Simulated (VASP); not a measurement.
# SrTiO3 in VASP: notebook, part 2 of 2

VASP 6.6.1.

## (4) Electric field gradients, PBE (volume scaled by 0.99)

File INCAR:

```
  PREC = Accurate
  ENCUT = 520
  EDIFF = 1E-8
  ISMEAR = -1
  SIGMA = 0.05
  LREAL = False
  LASPH = True
  NELM = 60
  ALGO = Normal
  ISIF = 2
  LWAVE = False
  LCHARG = False
  GGA = PE
  LEFG = True
  NBANDS = 28
```

File KPOINTS:

```
Automatic mesh
0
Gamma
  7 7 7
```

File POSCAR:

```
SrTiO3
1.0
    3.8919397018      0.0000000000      0.0000000000
    0.0000000000      3.8919397018      0.0000000000
    0.0000000000      0.0000000000      3.8919397018
Sr Ti O
1 1 3
Direct
    0.0000000000      0.0000000000      0.0000000000
    0.5000000000      0.5000000000      0.5000000000
    0.0000000000      0.5000000000      0.5000000000
    0.5000000000      0.0000000000      0.5000000000
    0.5000000000      0.5000000000      0.0000000000
```

Potentials or basis: VASP PAW PBE potentials, release 64 (Sr_sv, Ti_sv, O).

Command:

```
$ cat potpaw_PBE.64/Sr_sv/POTCAR potpaw_PBE.64/Ti_sv/POTCAR potpaw_PBE.64/O/POTCAR > POTCAR
$ mpirun -np 1 vasp_std > vasp.out
```

OUTCAR:

```text
PREC = Accurate
   ENCUT = 520
   EDIFF = 1E-8
   ISMEAR = -1
   LREAL = False
   LASPH = True
   NELM = 60
   ISIF = 2
   GGA = PE

 ion  position               nearest neighbor table
   1  0.000  0.000  0.000-   3 2.75   4 2.75   5 2.75   3 2.75   4 2.75   3 2.75   5 2.75   3 2.75
                             4 2.75   5 2.75   4 2.75   5 2.75   2 3.37   2 3.37   2 3.37   2 3.37
   2  0.500  0.500  0.500-   3 1.95   4 1.95   5 1.95   5 1.95   4 1.95   3 1.95   1 3.37   1 3.37
                             1 3.37   1 3.37   1 3.37   1 3.37   1 3.37   1 3.37
   3  0.000  0.500  0.500-   2 1.95   2 1.95   1 2.75   1 2.75   1 2.75   1 2.75
   4  0.500  0.000  0.500-   2 1.95   2 1.95   1 2.75   1 2.75   1 2.75   1 2.75
   5  0.500  0.500  0.000-   2 1.95   2 1.95   1 2.75   1 2.75   1 2.75   1 2.75

  LATTYP: Found a simple cubic cell.
 ALAT       =     3.8919397018

  Lattice vectors:

 A1 = (   3.8919397018,   0.0000000000,   0.0000000000)
 A2 = (   0.0000000000,   3.8919397018,   0.0000000000)
 A3 = (   0.0000000000,   0.0000000000,   3.8919397018)

Analysis of symmetry for initial positions (statically):
=====================================================================
 Subroutine PRICEL returns:
 Original cell was already a primitive cell.

 Routine SETGRP: Setting up the symmetry group for a
 simple cubic supercell.

 Subroutine GETGRP returns: Found 48 space group operations
 (whereof 48 operations were pure point group operations)
 out of a pool of 48 trial point group operations.

The static configuration has the point symmetry O_h .

Analysis of symmetry for dynamics (positions and initial velocities):
=====================================================================
 Subroutine PRICEL returns:
 Original cell was already a primitive cell.

 Routine SETGRP: Setting up the symmetry group for a
 simple cubic supercell.

 Subroutine GETGRP returns: Found 48 space group operations
 (whereof 48 operations were pure point group operations)
 out of a pool of 48 trial point group operations.

The dynamic configuration has the point symmetry O_h .

 Subroutine INISYM returns: Found 48 space group operations
 (whereof 48 operations are pure point group operations),
 and found     1 'primitive' translations

----------------------------------------------------------------------------------------

                                     Primitive cell

  volume of cell :      58.9520

  direct lattice vectors                    reciprocal lattice vectors
     3.891939702  0.000000000  0.000000000     0.256941288  0.000000000  0.000000000
     0.000000000  3.891939702  0.000000000     0.000000000  0.256941288  0.000000000
     0.000000000  0.000000000  3.891939702     0.000000000  0.000000000  0.256941288

  length of vectors
     3.891939702  3.891939702  3.891939702     0.256941288  0.256941288  0.256941288

  position of ions in fractional coordinates (direct lattice)
     0.000000000  0.000000000  0.000000000
     0.500000000  0.500000000  0.500000000
     0.000000000  0.500000000  0.500000000
     0.500000000  0.000000000  0.500000000
     0.500000000  0.500000000  0.000000000

  ion indices of the primitive-cell ions
[... 94 lines left out ...]
  volume/ion in A,a.u.               =      11.79        79.57
  Fermi-wavevector in a.u.,A,eV,Ry     =   1.438562  2.718489 28.156739  2.069462
  Thomas-Fermi vector in A             =   2.557515
   LORBIT       =      0    0 simple, 1 ext, 2 COOP (PROOUT), +10 PAW based schemes
   GGA     = PE    functional components
   LHFCALC =     F    Hartree Fock is set to
   AEXX    =    0.0000 exact exchange contribution
   IVDW    =     0    specifies the selected vdW correction
   LEPSILON=     F    determine dielectric tensor
   LRPA    =     F    only Hartree local field effects (RPA)
 non-spin polarized calculation
  energy-cutoff  :      520.00
  volume of cell :       58.95
 maximum number of plane-waves:      1599
 NGX is ok and might be reduce to    30
   NGX = 15   NGY = 15   NGZ = 15

 number of electron      40.0000012 magnetization

 Free energy of the ion-electron system (eV)
  ---------------------------------------------------
  ext. energy  EPLUGINS =         0.00000000
  ---------------------------------------------------
  free energy    TOTEN  =       -40.05368540 eV

  energy without entropy =      -40.05368540  energy(sigma->0) =      -40.05368540

 E-fermi :   5.1742     XC(G=0): -11.3241

 val. band max:        4.1821641543   @ k =   0.4286   0.4286   0.4286
 cond. band min:       6.1226457699   @ k =   0.0000   0.0000   0.0000
 fundamental gap:      1.9404816156
 Fermi energy:         5.1741888340

 k-point     1 :       0.0000    0.0000    0.0000
  band No.  band energies     occupation
      1     -52.1748      2.00000
      2     -28.5110      2.00000
      3     -28.4278      2.00000
      4     -28.4278      2.00000
      5     -28.4278      2.00000
      6     -13.2172      2.00000
[... 609 lines left out ...]
     27      12.5720      0.00000
     28      12.5720      0.00000

------------------------ aborting loop because EDIFF is reached ----------------------------------------

  FORCE on cell =-STRESS in cart. coord.  units (eV):
  Direction    XX          YY          ZZ          XY          YZ          ZX
  --------------------------------------------------------------------------------------
  -------------------------------------------------------------------------------------
  Total        2.5549180      2.5549180      2.5549180     -0.0000000      0.0000000     -0.0000000
  in kB       69.4367254     69.4367254     69.4367254     -0.0000000      0.0000000     -0.0000000
  external PRESSURE =      69.4367254 kB  Pullay stress =       0.0000000 kB

 VOLUME and BASIS-vectors are now :
 -----------------------------------------------------------------------------
  energy-cutoff  :      520.00
  volume of cell :       58.95
      direct lattice vectors                 reciprocal lattice vectors
     3.891939702  0.000000000  0.000000000     0.256941288  0.000000000  0.000000000
     0.000000000  3.891939702  0.000000000     0.000000000  0.256941288  0.000000000
     0.000000000  0.000000000  3.891939702     0.000000000  0.000000000  0.256941288

 POSITION                                       TOTAL-FORCE (eV/Angst)
 -----------------------------------------------------------------------------------
      0.00000      0.00000      0.00000         0.000000      0.000000      0.000000
      1.94597      1.94597      1.94597         0.000000      0.000000      0.000000
      0.00000      1.94597      1.94597         0.000000      0.000000      0.000000
      1.94597      0.00000      1.94597         0.000000      0.000000      0.000000
      1.94597      1.94597      0.00000         0.000000      0.000000      0.000000
 -----------------------------------------------------------------------------------
    total drift:                                0.000000      0.000000     -0.000000

  FREE ENERGIE OF THE ION-ELECTRON SYSTEM (eV)
  ---------------------------------------------------
  free  energy   TOTEN  =       -40.0536854004 eV

  energy  without entropy=      -40.0536853998  energy(sigma->0) =      -40.05368540

 Electric field gradients (V/A^2)
---------------------------------------------------------------------
 ion       V_xx      V_yy      V_zz      V_xy      V_xz      V_yz
---------------------------------------------------------------------
   1      -0.000    -0.000     0.000     0.000     0.000    -0.000
   2      -0.000     0.000    -0.000    -0.000     0.000    -0.000
   3      10.408    -5.204    -5.204     0.000    -0.000     0.000
   4      -5.204    10.408    -5.204    -0.000     0.000    -0.000
   5      -5.204    -5.204    10.408    -0.000     0.000     0.000
---------------------------------------------------------------------

 Electric field gradients after diagonalization (V/A^2)
 (convention: |V_zz| > |V_xx| > |V_yy|)
----------------------------------------------------------------------
 ion       V_xx      V_yy      V_zz     asymmetry (V_yy - V_xx)/ V_zz
----------------------------------------------------------------------
   1      -0.000    -0.000     0.000       0.206
   2      -0.000     0.000    -0.000      -0.839
   3      -5.204    -5.204    10.408       0.000
   4      -5.204    -5.204    10.408       0.000
   5      -5.204    -5.204    10.408       0.000
----------------------------------------------------------------------

           NMR quadrupolar parameters

 Cq : quadrupolar parameter    Cq=e*Q*V_zz/h
 eta: asymmetry parameters     (V_yy - V_xx)/ V_zz
 Q  : nuclear electric quadrupole moment in mb (millibarn)
----------------------------------------------------------------------
 ion       Cq(MHz)       eta       Q (mb)
----------------------------------------------------------------------
   1       0.000       0.206       1.000
   2      -0.000      -0.839       1.000
   3       0.025       0.000       1.000
   4       0.025       0.000       1.000
   5       0.025       0.000       1.000
----------------------------------------------------------------------
```

OSZICAR:

```text
N       E                     dE             d eps       ncg     rms          rms(c)
DAV:   1     0.430642581539E+03    0.43064E+03   -0.21291E+04  1120   0.159E+03
DAV:   2    -0.412625221265E+01   -0.43477E+03   -0.41437E+03  1252   0.441E+02
DAV:   3    -0.480817893896E+02   -0.43956E+02   -0.43646E+02  1520   0.136E+02
DAV:   4    -0.502476109290E+02   -0.21658E+01   -0.21614E+01  1692   0.251E+01
DAV:   5    -0.502947764345E+02   -0.47166E-01   -0.47154E-01  1520   0.328E+00    0.270E+01
DAV:   6    -0.400623651642E+02    0.10232E+02   -0.52311E+01  1600   0.650E+01    0.149E+01
DAV:   7    -0.401214588037E+02   -0.59094E-01   -0.75597E+00  1484   0.207E+01    0.111E+01
DAV:   8    -0.401151136964E+02    0.63451E-02   -0.13021E+00  1308   0.123E+01    0.280E+00
DAV:   9    -0.400650059954E+02    0.50108E-01   -0.31123E-01  1432   0.521E+00    0.119E+00
DAV:  10    -0.400590154662E+02    0.59905E-02   -0.95963E-02  1392   0.218E+00    0.688E-01
DAV:  11    -0.400537152442E+02    0.53002E-02   -0.22828E-02  1760   0.142E+00    0.140E-01
DAV:  12    -0.400537084170E+02    0.68272E-05   -0.13315E-03  1428   0.376E-01    0.121E-01
DAV:  13    -0.400536927360E+02    0.15681E-04   -0.26255E-04  1724   0.136E-01    0.451E-02
DAV:  14    -0.400536902530E+02    0.24830E-05   -0.18951E-04  1276   0.793E-02    0.306E-02
DAV:  15    -0.400536864658E+02    0.37872E-05   -0.48574E-05  1588   0.612E-02    0.138E-02
DAV:  16    -0.400536852832E+02    0.11826E-05   -0.60718E-06  1380   0.313E-02    0.622E-03
DAV:  17    -0.400536853951E+02   -0.11191E-06   -0.72050E-07  1472   0.574E-03    0.163E-03
DAV:  18    -0.400536854004E+02   -0.53228E-08   -0.82833E-08  1308   0.179E-03
   1 F= -.40053685E+02 E0= -.40053685E+02  d E =-.612353E-09
```

Run time: 20 s. Hardware: 1 thread of Intel Xeon 6975P-C (Granite Rapids), shared host; peak memory 0.18 GiB.

Results:

- Free energy: -40.0537 eV
- Pressure: 6.9 GPa
- Band gap on the k mesh: 1.94 eV, indirect (least direct gap 2.22 eV)

Electric field gradients, principal values (V/Å²):
```tsv
atom	least	middle	greatest (by size)
1 Sr	0.000	0.000	0.000
2 Ti	0.000	0.000	0.000
3 O	-5.204	-5.204	10.408
4 O	-5.204	-5.204	10.408
5 O	-5.204	-5.204	10.408
```

Caveat: without QUAD_EFG the Cq values of the log hold for a quadrupole moment of 1 mb, not for the nuclei. A k mesh can miss the band edges.

## (5) Electric field gradients, PBE (volume scaled by 0.99)

File INCAR:

```
SYSTEM = SrTiO3
PREC = Accurate ; ENCUT = 520
EDIFF = 1E-8 ; ISMEAR = -1
SIGMA = 0.05 ; LREAL = .FALSE.
LASPH = .TRUE. ; NELM = 80
ALGO = Normal ; ISIF = 2
LWAVE = .FALSE. ; LCHARG = .FALSE.
GGA = PE ; LEFG = .TRUE.
NBANDS = 28
```

File KPOINTS:

```
regular mesh
0
G
  7 7 7
  0 0 0
```

POSCAR is that of step 4.

Potentials or basis: VASP PAW PBE potentials, release 64 (Sr_sv, Ti_sv, O).

Command:

```
$ cat potpaw_PBE.64/Sr_sv/POTCAR potpaw_PBE.64/Ti_sv/POTCAR potpaw_PBE.64/O/POTCAR > POTCAR
$ mpirun -np 1 vasp_std > vasp.out
```

OUTCAR:

```text
SYSTEM = SrTiO3
   PREC = Accurate
   ENCUT = 520
   EDIFF = 1E-8
   ISMEAR = -1
   LREAL = .FALSE.
   LASPH = .TRUE.
   NELM = 80
   ISIF = 2
   GGA = PE

 ion  position               nearest neighbor table
   1  0.000  0.000  0.000-   3 2.75   4 2.75   5 2.75   3 2.75   4 2.75   3 2.75   5 2.75   3 2.75
                             4 2.75   5 2.75   4 2.75   5 2.75   2 3.37   2 3.37   2 3.37   2 3.37
   2  0.500  0.500  0.500-   3 1.95   4 1.95   5 1.95   5 1.95   4 1.95   3 1.95   1 3.37   1 3.37
                             1 3.37   1 3.37   1 3.37   1 3.37   1 3.37   1 3.37
   3  0.000  0.500  0.500-   2 1.95   2 1.95   1 2.75   1 2.75   1 2.75   1 2.75
   4  0.500  0.000  0.500-   2 1.95   2 1.95   1 2.75   1 2.75   1 2.75   1 2.75
   5  0.500  0.500  0.000-   2 1.95   2 1.95   1 2.75   1 2.75   1 2.75   1 2.75

  LATTYP: Found a simple cubic cell.
[... 852 lines left out ...]
   4      -5.204    10.408    -5.204    -0.000     0.000    -0.000
   5      -5.204    -5.204    10.408    -0.000     0.000     0.000
---------------------------------------------------------------------

 Electric field gradients after diagonalization (V/A^2)
 (convention: |V_zz| > |V_xx| > |V_yy|)
----------------------------------------------------------------------
 ion       V_xx      V_yy      V_zz     asymmetry (V_yy - V_xx)/ V_zz
----------------------------------------------------------------------
   1      -0.000    -0.000     0.000       0.206
   2      -0.000     0.000    -0.000      -0.839
   3      -5.204    -5.204    10.408       0.000
   4      -5.204    -5.204    10.408       0.000
   5      -5.204    -5.204    10.408       0.000
----------------------------------------------------------------------

           NMR quadrupolar parameters

 Cq : quadrupolar parameter    Cq=e*Q*V_zz/h
 eta: asymmetry parameters     (V_yy - V_xx)/ V_zz
 Q  : nuclear electric quadrupole moment in mb (millibarn)
----------------------------------------------------------------------
 ion       Cq(MHz)       eta       Q (mb)
----------------------------------------------------------------------
   1       0.000       0.206       1.000
   2      -0.000      -0.839       1.000
   3       0.025       0.000       1.000
   4       0.025       0.000       1.000
   5       0.025       0.000       1.000
----------------------------------------------------------------------
```

OSZICAR:

```text
N       E                     dE             d eps       ncg     rms          rms(c)
DAV:   1     0.430642581539E+03    0.43064E+03   -0.21291E+04  1120   0.159E+03
DAV:   2    -0.412625221265E+01   -0.43477E+03   -0.41437E+03  1252   0.441E+02
DAV:   3    -0.480817893896E+02   -0.43956E+02   -0.43646E+02  1520   0.136E+02
DAV:   4    -0.502476109290E+02   -0.21658E+01   -0.21614E+01  1692   0.251E+01
DAV:   5    -0.502947764345E+02   -0.47166E-01   -0.47154E-01  1520   0.328E+00    0.270E+01
DAV:   6    -0.400623651642E+02    0.10232E+02   -0.52311E+01  1600   0.650E+01    0.149E+01
DAV:   7    -0.401214588037E+02   -0.59094E-01   -0.75597E+00  1484   0.207E+01    0.111E+01
DAV:   8    -0.401151136964E+02    0.63451E-02   -0.13021E+00  1308   0.123E+01    0.280E+00
DAV:   9    -0.400650059954E+02    0.50108E-01   -0.31123E-01  1432   0.521E+00    0.119E+00
DAV:  10    -0.400590154662E+02    0.59905E-02   -0.95963E-02  1392   0.218E+00    0.688E-01
DAV:  11    -0.400537152442E+02    0.53002E-02   -0.22828E-02  1760   0.142E+00    0.140E-01
DAV:  12    -0.400537084170E+02    0.68272E-05   -0.13315E-03  1428   0.376E-01    0.121E-01
DAV:  13    -0.400536927360E+02    0.15681E-04   -0.26255E-04  1724   0.136E-01    0.451E-02
DAV:  14    -0.400536902530E+02    0.24830E-05   -0.18951E-04  1276   0.793E-02    0.306E-02
DAV:  15    -0.400536864658E+02    0.37872E-05   -0.48574E-05  1588   0.612E-02    0.138E-02
DAV:  16    -0.400536852832E+02    0.11826E-05   -0.60718E-06  1380   0.313E-02    0.622E-03
DAV:  17    -0.400536853951E+02   -0.11191E-06   -0.72050E-07  1472   0.574E-03    0.163E-03
DAV:  18    -0.400536854004E+02   -0.53228E-08   -0.82833E-08  1308   0.179E-03
   1 F= -.40053685E+02 E0= -.40053685E+02  d E =-.612353E-09
```

stdout:

```text
POSCAR found type information on POSCAR SrTiO
 POSCAR found :  3 types and       5 ions
 scaLAPACK will be used
 LDA part: xc-table for (Slater+PW92), standard interpolation
 POSCAR, INCAR and KPOINTS ok, starting setup
 FFT: planning ... GRIDC
 FFT: planning ... GRID_SOFT
 FFT: planning ... GRID
 WAVECAR not read
 entering main loop
ion   1

ion   2

ion   3

ion   4

ion   5
```

Wall time 19 s (1 thread of Intel Xeon 6975P-C (Granite Rapids), shared host); peak memory 0.18 GiB.

What came out:

```yaml
Free_energy: -40.0537 eV
Pressure: 6.9 GPa
Band_gap_on_the_k_mesh: 1.94 eV, indirect (least direct gap 2.22 eV)
```

Electric field gradients, principal values (V/Å²):
```csv
atom,least,middle,greatest (by size)
1 Sr,0.000,0.000,0.000
2 Ti,0.000,0.000,0.000
3 O,-5.204,-5.204,10.408
4 O,-5.204,-5.204,10.408
5 O,-5.204,-5.204,10.408
```

Caveat: without QUAD_EFG the Cq values of the log hold for a quadrupole moment of 1 mb, not for the nuclei. A k mesh can miss the band edges.

## (6) Summary

| cell | gap on the mesh (eV) | pressure (GPa) |
| --- | --- | --- |
| a = 3.983, b = 3.983, c = 3.905 Å, 5 atoms | 1.82 | -1.9 |
| a = 3.852 Å, 5 atoms | 2.00 | 13.5 |
| a = 3.892 Å, 5 atoms | 1.94 | 6.9 |

Alike in all rows: task electric field gradients; level PBE; potentials or basis VASP PAW PBE potentials, release 64 (Sr_sv, Ti_sv, O); no spin polarisation; k mesh 7 × 7 × 7; cutoff (eV) 520; smearing fermi-dirac 0.05 eV.

Absolute energies hang on the potentials; compare differences alone.
